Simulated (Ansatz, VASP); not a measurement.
## W: VASP beside Ansatz

The input INCAR:

```
SYSTEM = W
PREC = Accurate ; ENCUT = 400
EDIFF = 1E-8 ; ISMEAR = -1
SIGMA = 0.05 ; LREAL = .FALSE.
LASPH = .TRUE. ; NELM = 120
ALGO = Normal ; ISIF = 2
LWAVE = .FALSE. ; LCHARG = .FALSE.
GGA = PS ; LEFG = .TRUE.
NBANDS = 13 ; GGA_COMPAT = .FALSE.
```

Contents of KPOINTS:

```
Automatic mesh
0
G
  14 14 14
  0 0 0
```

POSCAR

```
W
1.0
    0.0000000000      2.0706000000      2.0300000000
    2.0706000000      0.0000000000      2.0300000000
    2.0706000000      2.0706000000      0.0000000000
W
1
Direct
    0.0000000000      0.0000000000      0.0000000000
```

Input for Ansatz:

```yaml
crystal:
  lattice:
    - [0.0, 2.0706, 2.03]
    - [2.0706, 0.0, 2.03]
    - [2.0706, 2.0706, 0.0]
  atoms:
    - { symbol: W, position: [0.0, 0.0, 0.0] }
kpoints:
  mp_grid: { grid: [14, 14, 14] }
scf:
  occupations: { method: fermi_dirac, width: 0.05 }
hamiltonian:
  xc: pbesol
  pseudopotentials: { kind: paw }
output:
  forces: true
  stress: true
  eigenvalues: true
  efg: { contact_densities: true }
```

Change from the starting cell: equal xx and yy strain of +2 %, PAW files.

Alike in both runs: task electric field gradients; functional PBEsol; k mesh 14 × 14 × 14; occupations fermi-dirac, width 0.05 eV; no spin polarisation.

|  | VASP | Ansatz |
| --- | --- | --- |
| version | VASP 6.6.1 | Ansatz 0.2.0 |
| potentials or method | VASP PAW PBE potentials, release 64 (W_sv) | PAW with Ansatz's default frozen-core files, scalar-relativistic |
| plane-wave cutoff (eV) | 400 | 420 |
| valence electrons in the cell | 14 | 14 |

```tsv
	VASP	Ansatz	Ansatz less VASP
pressure (GPa)	-21.4	-21.7	-0.32
traceless stress, the component that is largest in VASP (GPa)	-4.06	-4.03	+0.024
size of Vzz on the site where it differs most (V/Å²)	9.5	7.5	-1.96
```

VASP's potentials were made for PBE, not for PBEsol. The functional is the same, so the differences come from potentials, cutoffs and numerics.

Spin-orbit coupling is off throughout.
